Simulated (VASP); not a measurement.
# Cr2O3 (R-3c) in VASP: single point with PBE+U

Aim: the single point of Cr2O3 with PBE+U.

Program: VASP 6.6.1. These are calculated values, not measurements. Logs are shortened: lines on timing, memory, paths and dates and some standing lists are left out, and cuts for length are marked.

**1. The cell of the first run**

The structure is trigonal, space group R-3c (No. 167). Conventional cell: a = 5.107 Å, b = 5.107 Å, c = 13.944 Å, α = 90.00°, β = 90.00°, γ = 120.00°. Cr (site symmetry 3) has 6 O at 2.03 to 2.06 Å and 1 Cr at 2.73 Å within 2.8 Å. Within 3.1 Å of O (site symmetry 2) lie 4 Cr at 2.03 to 2.06 Å and 12 O at 2.67 to 3.10 Å.

**2. Single point, PBE+U, collinear spin, antiferromagnetic start (10.50 Å³/atom)**

INCAR reads:

```
  ALGO = Normal
  EDIFF = 1E-6
  ENCUT = 520
  GGA = PE
  ISIF = 2
  ISMEAR = 0
  ISPIN = 2
  LASPH = T
  LCHARG = F
  LDAU = T
  LDAUJ = 0 0
  LDAUL = 2 -1
  LDAUPRINT = 1
  LDAUTYPE = 2
  LDAUU = 3.7 0
  LMAXMIX = 4
  LORBIT = 11
  LREAL = F
  LWAVE = F
  MAGMOM = 2.76 -2.76 -2.76 2.76 0 0 0 0 0 0
  NBANDS = 57
  NELM = 150
  PREC = Accurate
  SIGMA = 0.05
```

KPOINTS reads:

```
k-points
0
Gamma
  4 4 4
```

POSCAR reads:

```
Cr2O3
1.0
    2.5533230014      1.4741617222      4.6478648488
   -2.5533230014      1.4741617222      4.6478648488
    0.0000000000     -2.9483234444      4.6478648488
Cr O
4 6
Direct
    0.3479553127      0.3479553127      0.3479553127
    0.1520446878      0.1520446878      0.1520446878
    0.6520446878      0.6520446878      0.6520446878
    0.8479553127      0.8479553127      0.8479553127
    0.5515573705      0.9484426296      0.2499999993
    0.2499999993      0.5515573705      0.9484426296
    0.9484426296      0.2499999993      0.5515573705
    0.4484426296      0.0515573705      0.7499999993
    0.7499999993      0.4484426296      0.0515573705
    0.0515573705      0.7499999993      0.4484426296
```

Potentials or basis: VASP PAW PBE potentials, release 64 (Cr_pv, O).

The run is started by

```
$ cat potpaw_PBE.64/Cr_pv/POTCAR potpaw_PBE.64/O/POTCAR > POTCAR
$ mpirun -np 1 vasp_std > vasp.out
```

OUTCAR:

```text
EDIFF = 1E-6
   ENCUT = 520
   GGA = PE
   ISIF = 2
   ISMEAR = 0
   ISPIN = 2
   LASPH = T
   LORBIT = 11
   LREAL = F
   NELM = 150
   PREC = Accurate

 ion  position               nearest neighbor table
   1  0.348  0.348  0.348-  10 2.03   8 2.03   9 2.03   5 2.06   7 2.06   6 2.06   2 2.73   3 2.98
                             3 2.98   3 2.98
   2  0.152  0.152  0.152-   9 2.03   8 2.03  10 2.03   5 2.06   6 2.06   7 2.06   1 2.73   4 2.98
                             4 2.98   4 2.98
   3  0.652  0.652  0.652-   7 2.03   5 2.03   6 2.03   8 2.06  10 2.06   9 2.06   4 2.73   1 2.98
                             1 2.98   1 2.98
   4  0.848  0.848  0.848-   6 2.03   5 2.03   7 2.03   8 2.06   9 2.06  10 2.06   3 2.73   2 2.98
                             2 2.98   2 2.98
   5  0.552  0.948  0.250-   4 2.03   3 2.03   2 2.06   1 2.06
   6  0.250  0.552  0.948-   4 2.03   3 2.03   2 2.06   1 2.06
   7  0.948  0.250  0.552-   4 2.03   3 2.03   2 2.06   1 2.06
   8  0.448  0.052  0.750-   1 2.03   2 2.03   3 2.06   4 2.06
   9  0.750  0.448  0.052-   1 2.03   2 2.03   3 2.06   4 2.06
  10  0.052  0.750  0.448-   1 2.03   2 2.03   3 2.06   4 2.06

  LATTYP: Found a trigonal (rhomboedric) cell.
 ALAT       =     5.5041128972
 COS(alpha) =     0.5696053699

  Lattice vectors:

 A1 = (   2.5533230014,   1.4741617222,   4.6478648488)
 A2 = (  -2.5533230014,   1.4741617222,   4.6478648488)
 A3 = (   0.0000000000,  -2.9483234444,   4.6478648488)

Analysis of symmetry for initial positions (statically):
=====================================================================
 Subroutine PRICEL returns:
 Original cell was already a primitive cell.

 Routine SETGRP: Setting up the symmetry group for a
 trigonal (rhombohedral) supercell.

 Subroutine GETGRP returns: Found 12 space group operations
 (whereof  6 operations were pure point group operations)
 out of a pool of 12 trial point group operations.

The static configuration has the point symmetry S_6 .
 The point group associated with its full space group is D_3d.

Analysis of symmetry for dynamics (positions and initial velocities):
=====================================================================
 Subroutine PRICEL returns:
 Original cell was already a primitive cell.

 Routine SETGRP: Setting up the symmetry group for a
 trigonal (rhombohedral) supercell.

 Subroutine GETGRP returns: Found 12 space group operations
 (whereof  6 operations were pure point group operations)
 out of a pool of 12 trial point group operations.

The dynamic configuration has the point symmetry S_6 .
 The point group associated with its full space group is D_3d.

Analysis of structural, dynamic, and magnetic symmetry:
[... 307 lines left out ...]
 fundamental gap:      3.0646398264
 Fermi energy:         4.8022366338

 spin component 1

 k-point     1 :       0.0000    0.0000    0.0000
  band No.  band energies     occupation
      1     -38.8218      1.00000
      2     -38.8218      1.00000
      3     -38.8152      1.00000
      4     -38.8119      1.00000
      5     -38.8119      1.00000
      6     -38.8021      1.00000
[... 730 lines left out ...]
     53      10.3251      0.00000
     54      10.3251      0.00000
 Fermi energy:         4.8022366338

 spin component 2

 k-point     1 :       0.0000    0.0000    0.0000
  band No.  band energies     occupation
      1     -38.8218      1.00000
      2     -38.8218      1.00000
      3     -38.8152      1.00000
      4     -38.8119      1.00000
      5     -38.8119      1.00000
      6     -38.8021      1.00000
[... 730 lines left out ...]
     53      10.3251      0.00000
     54      10.3251      0.00000
 [bands above 54 left out]

------------------------ aborting loop because EDIFF is reached ----------------------------------------

  FORCE on cell =-STRESS in cart. coord.  units (eV):
  Direction    XX          YY          ZZ          XY          YZ          ZX
  --------------------------------------------------------------------------------------
  -------------------------------------------------------------------------------------
  Total       -2.8815746     -2.8815746     -2.7400097      0.0000000      0.0000000      0.0000000
  in kB      -43.9829972    -43.9829972    -41.8222171      0.0000000      0.0000000      0.0000000
  external PRESSURE =     -43.2627372 kB  Pullay stress =       0.0000000 kB

 VOLUME and BASIS-vectors are now :
 -----------------------------------------------------------------------------
  energy-cutoff  :      520.00
  volume of cell :      104.97
      direct lattice vectors                 reciprocal lattice vectors
     2.553323001  1.474161722  4.647864849     0.195823247  0.113058604  0.071717519
    -2.553323001  1.474161722  4.647864849    -0.195823247  0.113058604  0.071717519
     0.000000000 -2.948323444  4.647864849     0.000000000 -0.226117208  0.071717519

 POSITION                                       TOTAL-FORCE (eV/Angst)
 -----------------------------------------------------------------------------------
      0.00000      0.00000      4.85175         0.000000     -0.000000      0.052368
      0.00000      0.00000      2.12005         0.000000     -0.000000     -0.052368
      0.00000      0.00000      9.09185         0.000000     -0.000000     -0.052368
      0.00000      0.00000     11.82355         0.000000     -0.000000      0.052368
     -1.01338      1.47416      8.13376         0.096776     -0.000000      0.000000
     -0.76997     -1.61469      8.13376        -0.048388      0.083810      0.000000
      1.78335      0.14053      8.13376        -0.048388     -0.083810      0.000000
      1.01338     -1.47416      5.80983        -0.096776     -0.000000      0.000000
      0.76997      1.61469      5.80983         0.048388     -0.083810      0.000000
     -1.78335     -0.14053      5.80983         0.048388      0.083810      0.000000
 -----------------------------------------------------------------------------------
    total drift:                               -0.000001     -0.000000      0.000024

  FREE ENERGIE OF THE ION-ELECTRON SYSTEM (eV)
  ---------------------------------------------------
  free  energy   TOTEN  =       -79.2124669417 eV

  energy  without entropy=      -79.2124669417  energy(sigma->0) =      -79.21246694

 total charge

# of ion       s       p       d       tot
------------------------------------------
    1        0.281   6.308   3.926  10.516
    2        0.281   6.308   3.926  10.516
    3        0.281   6.308   3.926  10.516
    4        0.281   6.308   3.926  10.516
    5        1.553   3.488   0.000   5.042
    6        1.553   3.488   0.000   5.042
    7        1.553   3.488   0.000   5.042
    8        1.553   3.488   0.000   5.042
    9        1.553   3.488   0.000   5.042
   10        1.553   3.488   0.000   5.042
--------------------------------------------------
tot         10.444  46.163  15.706  72.313

 magnetization (x)

# of ion       s       p       d       tot
------------------------------------------
    1        0.021   0.029   2.883   2.933
    2       -0.021  -0.029  -2.883  -2.933
    3       -0.021  -0.029  -2.883  -2.933
    4        0.021   0.029   2.883   2.933
    5        0.000   0.000   0.000   0.000
    6        0.000   0.000   0.000   0.000
    7        0.000   0.000   0.000   0.000
    8        0.000   0.000   0.000   0.000
    9        0.000   0.000   0.000   0.000
   10        0.000   0.000   0.000   0.000
--------------------------------------------------
tot          0.000   0.000  -0.000  -0.000
```

It took 4.6 min on 1 thread of Intel Xeon Platinum 8259CL at 2.50GHz (Skylake/Cascade Lake), shared host; peak memory 0.36 GiB.

Results:

```yaml
Free_energy: -79.2125 eV
Pressure: -4.3 GPa
Largest_force: 0.097 eV/Å
Band_gap_on_the_k_mesh: 3.06 eV (least direct gap 3.08 eV)
Net_moment: 0.00 μB per cell
Site_moments: Cr +2.93, -2.93 (each value once); O +0.00 μB
Valence_electrons_inside_the_program's_atomic_spheres: Cr 10.52; O 5.04
```

Forces on the atoms (eV/Å):
```
Cr   0.000  0.000  0.052
Cr   0.000  0.000 -0.052
Cr   0.000  0.000 -0.052
Cr   0.000  0.000  0.052
O    0.097  0.000  0.000
O   -0.048  0.084  0.000
O   -0.048 -0.084  0.000
O   -0.097  0.000  0.000
O    0.048 -0.084  0.000
O    0.048  0.084  0.000
```

Levels at points of the mesh, in eV from the valence-band top:
Spin up:
```
           k point  band 40  band 41  band 42  band 43  band 44  band 45
(0.00, 0.00, 0.00)    -0.29    -0.29    -0.23     3.21     3.21     4.57
(0.50, 0.00, 0.00)    -0.44    -0.08    -0.08     3.66     3.66     3.98
(0.50, 0.50, 0.00)    -0.46    -0.19    -0.01     3.06     3.47     3.64
(0.50, 0.50, 0.50)    -0.45    -0.45    -0.45     3.64     3.64     3.64
```
Spin down:
```csv
k point,band 39,band 40,band 41,band 42,band 43,band 44,band 45,band 46
"(0.00, 0.00, 0.00)",-0.42,-0.29,-0.29,-0.23,3.21,3.21,4.57,4.57
"(0.50, 0.00, 0.00)",-0.44,-0.44,-0.08,-0.08,3.66,3.66,3.98,3.98
"(0.50, 0.50, 0.00)",-0.59,-0.46,-0.19,-0.01,3.06,3.47,3.64,4.54
"(0.50, 0.50, 0.50)",-0.45,-0.45,-0.45,-0.45,3.64,3.64,3.64,3.64
```

Eigenvalues of the final occupation matrices:
```csv
site,spin,trace,eigenvalues
site 1 d,1,3.42,0.29 0.29 0.95 0.95 0.95
site 1 d,2,0.53,0.04 0.04 0.05 0.20 0.20
site 2 d,1,0.53,0.04 0.04 0.05 0.20 0.20
site 2 d,2,3.42,0.29 0.29 0.95 0.95 0.95
site 3 d,1,0.53,0.04 0.04 0.05 0.20 0.20
site 3 d,2,3.42,0.29 0.29 0.95 0.95 0.95
site 4 d,1,3.42,0.29 0.29 0.95 0.95 0.95
site 4 d,2,0.53,0.04 0.04 0.05 0.20 0.20
```

Caveat: the cell stands under tension. A k mesh can miss the band edges.
